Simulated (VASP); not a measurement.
Runs of VASP 6.6.1 on Sn3Te2O. The structure is that of space group P6/mmm (No. 191), or close to it. The cells are those of the table. The cell was built from a structure type or drawn by symmetry, and may not be a known phase.

```csv
task,cell,k mesh,cutoff (eV),gap on the mesh (eV),pressure (GPa)
relaxation of cell and atoms,"relaxed from a = 6.765, b = 6.765, c = 4.885 Å, angles 90.0, 90.0, 120.0°, 6 atoms",6 × 6 × 8,600,none,0.0
single point,"a = 6.765, b = 6.765, c = 4.885 Å, angles 90.0, 90.0, 120.0°, 6 atoms",6 × 6 × 8,520,none,0.0
single point,"a = 6.740, b = 6.740, c = 3.882 Å, angles 90.0, 90.0, 120.0°, 6 atoms",3 × 3 × 4,520,none,(a)
single point,"a = 7.259, b = 7.259, c = 4.579 Å, angles 90.0, 90.0, 120.0°, 6 atoms",3 × 3 × 4,520,none,0.1
relaxation of cell and atoms,"relaxed from a = 6.740, b = 6.740, c = 3.882 Å, angles 90.0, 90.0, 120.0°, 6 atoms",3 × 3 × 4,600,none,-0.1
```

Alike in all rows: level PBE; potentials or basis VASP PAW PBE potentials, release 64 (Sn_d, Te, O); no spin polarisation; smearing gaussian 0.1 eV.

Task: Estimate the missing entries.

Result: (a) 21.1.

Caveats: some runs use coarse meshes; spin-orbit coupling is left out, which moves the levels of the heavy elements; semilocal functionals underestimate gaps, so a narrow gap can read as zero (at least some runs); the relaxation stopped at its first step, so nothing moved (at least some runs).

A k mesh can miss the band edges, and the runs leave out spin-orbit coupling on Sn, Te.

A gap of «none» marks levels without a gap at the run's occupations.
